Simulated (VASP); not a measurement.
# Al3GaN4 (P-43m) in VASP: further runs

The runs below take Al3GaN4 through single point, with PBEsol.

Everything below comes from runs of VASP 6.6.1. Logs are shortened: lines on timing, memory, paths and dates and some standing lists are left out, and cuts for length are marked.

### Step 1. The cell of the first run

It takes space group P-43m (No. 215, cubic). Conventional cell: a = 4.473 Å, b = 4.473 Å, c = 4.473 Å, α = 90.00°, β = 90.00°, γ = 90.00°. Al (site symmetry -42m) has 4 N at 1.92 Å within 2.6 Å. Ga (site symmetry -43m) has 4 N at 1.98 Å within 2.6 Å. Within 2.6 Å of N (site symmetry 3m) lie 3 Al at 1.92 Å and 1 Ga at 1.98 Å.

### Step 2. Single point, PBEsol (equal strain along all axes, cell held: +1.5 %, then relaxed in part)

INCAR reads:

```
SYSTEM = Al3GaN4
PREC = Accurate
ENCUT = 520
EDIFF = 1E-6
ISMEAR = 0
SIGMA = 0.02
LREAL = .FALSE.
LASPH = .TRUE.
NELM = 60
ALGO = Normal
ISIF = 2
LWAVE = .FALSE.
LCHARG = .FALSE.
GGA = PS
NBANDS = 31
```

KPOINTS reads:

```
regular mesh
0
G
  6 6 6
  0 0 0
```

POSCAR reads:

```
Al3GaN4
1.0
    4.4730997683      0.0000000000      0.0000000000
    0.0000000000      4.4730997683      0.0000000000
    0.0000000000      0.0000000000      4.4730997683
Al Ga N
3 1 4
Direct
    0.5000000000      0.5000000000      0.0000000000
    0.5000000000      0.0000000000      0.5000000000
    0.0000000000      0.5000000000      0.5000000000
    0.0000000000      0.0000000000      0.0000000000
    0.7447077177      0.7447077177      0.2552922823
    0.7447077177      0.2552922823      0.7447077177
    0.2552922823      0.7447077177      0.7447077177
    0.2552922823      0.2552922823      0.2552922823
```

Potentials or basis: VASP PAW PBE potentials, release 64 (Al, Ga_d, N).

On the command line:

```
cat potpaw_PBE.64/Al/POTCAR potpaw_PBE.64/Ga_d/POTCAR potpaw_PBE.64/N/POTCAR > POTCAR
mpirun -np 1 vasp_std > vasp.out
```

OUTCAR:

```text
SYSTEM = Al3GaN4
   PREC = Accurate
   ENCUT = 520
   EDIFF = 1E-6
   ISMEAR = 0
   LREAL = .FALSE.
   LASPH = .TRUE.
   NELM = 60
   ISIF = 2
   GGA = PS

 ion  position               nearest neighbor table
   1  0.500  0.500  0.000-   5 1.92   6 1.92   7 1.92   8 1.92   2 3.16   3 3.16   2 3.16   3 3.16
                             2 3.16   2 3.16   3 3.16   3 3.16
   2  0.500  0.000  0.500-   5 1.92   6 1.92   7 1.92   8 1.92   1 3.16   3 3.16   1 3.16   1 3.16
                             3 3.16   1 3.16   3 3.16   3 3.16
   3  0.000  0.500  0.500-   5 1.92   6 1.92   7 1.92   8 1.92   1 3.16   2 3.16   1 3.16   2 3.16
                             1 3.16   2 3.16   1 3.16   2 3.16
   4  0.000  0.000  0.000-   5 1.98   6 1.98   7 1.98   8 1.98
   5  0.745  0.745  0.255-   2 1.92   3 1.92   1 1.92   4 1.98
   6  0.745  0.255  0.745-   2 1.92   3 1.92   1 1.92   4 1.98
   7  0.255  0.745  0.745-   2 1.92   3 1.92   1 1.92   4 1.98
   8  0.255  0.255  0.255-   2 1.92   3 1.92   1 1.92   4 1.98

  LATTYP: Found a simple cubic cell.
 ALAT       =     4.4730997683

  Lattice vectors:

 A1 = (   4.4730997683,   0.0000000000,   0.0000000000)
 A2 = (   0.0000000000,   4.4730997683,   0.0000000000)
 A3 = (   0.0000000000,   0.0000000000,   4.4730997683)

Analysis of symmetry for initial positions (statically):
=====================================================================
 Subroutine PRICEL returns:
 Original cell was already a primitive cell.

 Routine SETGRP: Setting up the symmetry group for a
 simple cubic supercell.

 Subroutine GETGRP returns: Found 24 space group operations
 (whereof 24 operations were pure point group operations)
 out of a pool of 48 trial point group operations.

The static configuration has the point symmetry T_d .

Analysis of symmetry for dynamics (positions and initial velocities):
=====================================================================
 Subroutine PRICEL returns:
 Original cell was already a primitive cell.

 Routine SETGRP: Setting up the symmetry group for a
 simple cubic supercell.

 Subroutine GETGRP returns: Found 24 space group operations
 (whereof 24 operations were pure point group operations)
 out of a pool of 48 trial point group operations.

The dynamic configuration has the point symmetry T_d .

 Subroutine INISYM returns: Found 24 space group operations
 (whereof 24 operations are pure point group operations),
 and found     1 'primitive' translations

----------------------------------------------------------------------------------------

                                     Primitive cell

  volume of cell :      89.5006

  direct lattice vectors                    reciprocal lattice vectors
     4.473099768  0.000000000  0.000000000     0.223558617  0.000000000  0.000000000
     0.000000000  4.473099768  0.000000000     0.000000000  0.223558617  0.000000000
     0.000000000  0.000000000  4.473099768     0.000000000  0.000000000  0.223558617

  length of vectors
     4.473099768  4.473099768  4.473099768     0.223558617  0.223558617  0.223558617

  position of ions in fractional coordinates (direct lattice)
     0.500000000  0.500000000  0.000000000
     0.500000000  0.000000000  0.500000000
     0.000000000  0.500000000  0.500000000
     0.000000000  0.000000000  0.000000000
     0.744707718  0.744707718  0.255292282
     0.744707718  0.255292282  0.744707718
     0.255292282  0.744707718  0.744707718
     0.255292282  0.255292282  0.255292282

  ion indices of the primitive-cell ions
   primitive index   ion index
                 1           1
                 2           2
                 3           3
                 4           4
                 5           5
                 6           6
                 7           7
                 8           8

----------------------------------------------------------------------------------------

 KPOINTS: regular mesh

Automatic generation of k-mesh.
 Grid dimensions read from file:
 generate k-points for:    6    6    6

 Generating k-lattice:

  Cartesian coordinates                     Fractional coordinates (reciprocal lattice)
     0.037259770  0.000000000  0.000000000     0.166666667  0.000000000  0.000000000
     0.000000000  0.037259770  0.000000000     0.000000000  0.166666667  0.000000000
     0.000000000  0.000000000  0.037259770     0.000000000  0.000000000  0.166666667

  Length of vectors
     0.037259770  0.037259770  0.037259770

  Shift w.r.t. Gamma in fractional coordinates (k-lattice)
     0.000000000  0.000000000  0.000000000

 Subroutine IBZKPT returns following result:
 ===========================================

 Found     20 irreducible k-points:

 Following reciprocal coordinates:
            Coordinates               Weight
  0.000000  0.000000  0.000000      1.000000
  0.166667  0.000000  0.000000      6.000000
  0.333333  0.000000  0.000000      6.000000
  0.500000  0.000000  0.000000      3.000000
  0.166667  0.166667  0.000000     12.000000
  0.333333  0.166667  0.000000     24.000000
[... 12 lines left out ...]
  0.500000  0.500000  0.333333      6.000000
  0.500000  0.500000  0.500000      1.000000
   k-points           NKPTS =     20   k-points in BZ     NKDIM =     20   number of bands    NBANDS=     31
   number of dos      NEDOS =    301   number of ions     NIONS =      8
   total plane-waves  NPLWV =  46656
   dimension x,y,z NGX =    36 NGY =   36 NGZ =   36
   dimension x,y,z NGXF=    72 NGYF=   72 NGZF=   72
   ions per type =               3   1   4
   NGX,Y,Z   is equivalent  to a cutoff of  13.38, 13.38, 13.38 a.u.
   NGXF,Y,Z  is equivalent  to a cutoff of  26.76, 26.76, 26.76 a.u.
 SYSTEM =  Al3GaN4
   PREC   = accura    normal or accurate (medium, high low for compatibility)
   ISTART =      0    job   : 0-new  1-cont  2-samecut
   ICHARG =      2    charge: 1-file 2-atom 10-const
   ISPIN  =      1    spin polarized calculation?
   LNONCOLLINEAR =      F non collinear calculations
   LSORBIT =      F    spin-orbit coupling
   LASPH  =      T    aspherical Exc in radial PAW
   ENCUT  =  520.0 eV  38.22 Ry    6.18 a.u.   8.32  8.32  8.32*2*pi/ulx,y,z
   NELM   =     60;   NELMIN=  2; NELMDL= -5     # of ELM steps
   EDIFF  = 0.1E-05   stopping-criterion for ELM
   LREAL  =      F    real-space projection
   EDIFFG = 0.1E-04   stopping-criterion for IOM
   NSW    =      0    number of steps for IOM
   IBRION =     -1    ionic relax: 0-MD 1-quasi-New 2-CG
   NFREE  =      0    steps in history (QN), initial steepest desc. (CG)
   ISIF   =      2    stress and relaxation
   ISYM   =      2    0-nonsym 1-usesym 2-fastsym
   POTIM  = 0.5000    time-step for ionic-motion
   TEBEG  =    0.0;   TEEND  =   0.0 temperature during run
   PSTRESS=    0.0 pullay stress
   NELECT =      42.0000    total number of electrons
   NUPDOWN=      -1.0000    fix difference up-down
   EMIN   =  10.00;   EMAX   =-10.00  energy-range for DOS
   EFERMI =   0.00;   METHOD = LEGACY
   ISMEAR =     0;   SIGMA  =   0.02  broadening in eV -4-tet -1-fermi 0-gaus
   EFERMI_NEDOS =   21; number of points for ismear=-14 and -15
   IALGO  =     38    algorithm
   IMIX   =      4    mixing-type and parameters
     AMIX     =   0.40;   BMIX     =  1.00
     AMIX_MAG =   1.60;   BMIX_MAG =  1.00
  volume/ion in A,a.u.               =      11.19        75.50
  Fermi-wavevector in a.u.,A,eV,Ry     =   1.272182  2.404076 22.020319  1.618448
  Thomas-Fermi vector in A             =   2.405075
   LORBIT       =      0    0 simple, 1 ext, 2 COOP (PROOUT), +10 PAW based schemes
   GGA     = PS    functional components
   LHFCALC =     F    Hartree Fock is set to
   AEXX    =    0.0000 exact exchange contribution
   IVDW    =     0    specifies the selected vdW correction
   LEPSILON=     F    determine dielectric tensor
   LRPA    =     F    only Hartree local field effects (RPA)
 non-spin polarized calculation
 Gauss-broadening in eV      SIGMA  =   0.02
  energy-cutoff  :      520.00
  volume of cell :       89.50
 maximum number of plane-waves:      2469
 NGX is ok and might be reduce to    36
   NGX = 17   NGY = 17   NGZ = 17

 number of electron      41.9999989 magnetization

 Free energy of the ion-electron system (eV)
  ---------------------------------------------------
  ext. energy  EPLUGINS =         0.00000000
  ---------------------------------------------------
  free energy    TOTEN  =       -59.84987156 eV

  energy without entropy =      -59.84987156  energy(sigma->0) =      -59.84987156

 E-fermi :   5.3136     XC(G=0): -11.1229

 val. band max:        5.1949960254   @ k =   0.0000   0.0000   0.0000
 cond. band min:       8.2732690474   @ k =   0.0000   0.0000   0.0000
 fundamental gap:      3.0782730220
 Fermi energy:         5.3135647906

 k-point     1 :       0.0000    0.0000    0.0000
  band No.  band energies     occupation
      1      -9.6793      2.00000
      2      -8.1332      2.00000
      3      -8.1332      2.00000
      4      -8.1332      2.00000
      5      -7.4572      2.00000
      6      -7.4572      2.00000
[... 23 lines left out ...]
     30      16.6355      0.00000
     31      16.6355      0.00000

 k-point     2 :       0.1667    0.0000    0.0000
  band No.  band energies     occupation
      1      -9.5591      2.00000
      2      -8.1744      2.00000
      3      -8.1398      2.00000
      4      -8.1398      2.00000
      5      -7.4561      2.00000
      6      -7.4531      2.00000
[... 23 lines left out ...]
     30      16.8210      0.00000
     31      16.8211      0.00000

 k-point     3 :       0.3333    0.0000    0.0000
  band No.  band energies     occupation
      1      -9.2258      2.00000
      2      -8.3462      2.00000
      3      -8.1528      2.00000
      4      -8.1528      2.00000
      5      -7.4538      2.00000
      6      -7.4415      2.00000
[... 23 lines left out ...]
     30      16.5952      0.00000
     31      17.1136      0.00000

 k-point     4 :       0.5000    0.0000    0.0000
  band No.  band energies     occupation
      1      -8.8589      2.00000
      2      -8.6387      2.00000
      3      -8.1590      2.00000
      4      -8.1590      2.00000
      5      -7.4527      2.00000
      6      -7.4274      2.00000
[... 23 lines left out ...]
     30      16.0103      0.00000
     31      16.1624      0.00000

 k-point     5 :       0.1667    0.1667    0.0000
  band No.  band energies     occupation
      1      -9.4446      2.00000
      2      -8.1995      2.00000
      3      -8.1644      2.00000
      4      -8.1345      2.00000
      5      -7.4535      2.00000
      6      -7.4507      2.00000
[... 23 lines left out ...]
     30      16.7390      0.00000
     31      16.8535      0.00000
[... 406 lines left out ...]
     30      16.0706      0.00000
     31      16.0800      0.00000

 k-point    18 :       0.5000    0.3333    0.3333
  band No.  band energies     occupation
      1      -8.5404      2.00000
      2      -8.4367      2.00000
      3      -8.3624      2.00000
      4      -7.9183      2.00000
      5      -7.4336      2.00000
      6      -7.4280      2.00000
[... 23 lines left out ...]
     30      15.7702      0.00000
     31      16.0158      0.00000

 k-point    19 :       0.5000    0.5000    0.3333
  band No.  band energies     occupation
      1      -8.4554      2.00000
      2      -8.4305      2.00000
      3      -8.4305      2.00000
      4      -7.8692      2.00000
      5      -7.4301      2.00000
      6      -7.4266      2.00000
[... 23 lines left out ...]
     30      15.7925      0.00000
     31      15.8269      0.00000

 k-point    20 :       0.5000    0.5000    0.5000
  band No.  band energies     occupation
      1      -8.4343      2.00000
      2      -8.4343      2.00000
      3      -8.4343      2.00000
      4      -7.8484      2.00000
      5      -7.4265      2.00000
      6      -7.4265      2.00000
[... 23 lines left out ...]
     30      15.5914      0.00000
     31      15.6285      0.00000

------------------------ aborting loop because EDIFF is reached ----------------------------------------

  FORCE on cell =-STRESS in cart. coord.  units (eV):
  Direction    XX          YY          ZZ          XY          YZ          ZX
  --------------------------------------------------------------------------------------
  -------------------------------------------------------------------------------------
  Total       -4.5535158     -4.5535158     -4.5535158      0.0000000     -0.0000000     -0.0000000
  in kB      -81.5139007    -81.5139007    -81.5139007      0.0000000     -0.0000000     -0.0000000
  external PRESSURE =     -81.5139007 kB  Pullay stress =       0.0000000 kB

 VOLUME and BASIS-vectors are now :
 -----------------------------------------------------------------------------
  energy-cutoff  :      520.00
  volume of cell :       89.50
      direct lattice vectors                 reciprocal lattice vectors
     4.473099768  0.000000000  0.000000000     0.223558617  0.000000000  0.000000000
     0.000000000  4.473099768  0.000000000     0.000000000  0.223558617  0.000000000
     0.000000000  0.000000000  4.473099768     0.000000000  0.000000000  0.223558617

 POSITION                                       TOTAL-FORCE (eV/Angst)
 -----------------------------------------------------------------------------------
      2.23655      2.23655      0.00000         0.000000      0.000000      0.000000
      2.23655      0.00000      2.23655         0.000000      0.000000     -0.000000
      0.00000      2.23655      2.23655         0.000000      0.000000     -0.000000
      0.00000      0.00000      0.00000         0.000000      0.000000      0.000000
      3.33115      3.33115      1.14195         0.004183      0.004183     -0.004183
      3.33115      1.14195      3.33115         0.004183     -0.004183      0.004183
      1.14195      3.33115      3.33115        -0.004183      0.004183      0.004183
      1.14195      1.14195      1.14195        -0.004183     -0.004183     -0.004183
 -----------------------------------------------------------------------------------
    total drift:                               -0.000000     -0.000000      0.000000

  FREE ENERGIE OF THE ION-ELECTRON SYSTEM (eV)
  ---------------------------------------------------
  free  energy   TOTEN  =       -59.8498715609 eV

  energy  without entropy=      -59.8498715609  energy(sigma->0) =      -59.84987156
```

Wall time 51 s (1 thread of Intel Xeon Platinum 8488C (Sapphire Rapids), shared host); peak memory 0.22 GiB.

Results:

```yaml
Free_energy: -59.8499 eV
Pressure: -8.2 GPa
Largest_force: 0.007 eV/Å
Band_gap_on_the_k_mesh: 3.08 eV, direct
```

Forces on the atoms (eV/Å):
```
Al   0.000  0.000  0.000
Al   0.000  0.000  0.000
Al   0.000  0.000  0.000
Ga   0.000  0.000  0.000
N    0.004  0.004 -0.004
N    0.004 -0.004  0.004
N   -0.004  0.004  0.004
N   -0.004 -0.004 -0.004
```

Caveat: the cell differs from its parent crystal (equal strain along all axes, cell held: +1.5 %, then relaxed in part); the PAW data sets were made with another functional, which shifts forces and pressure a little. A k mesh can miss the band edges.

[end of part 1 of 2]
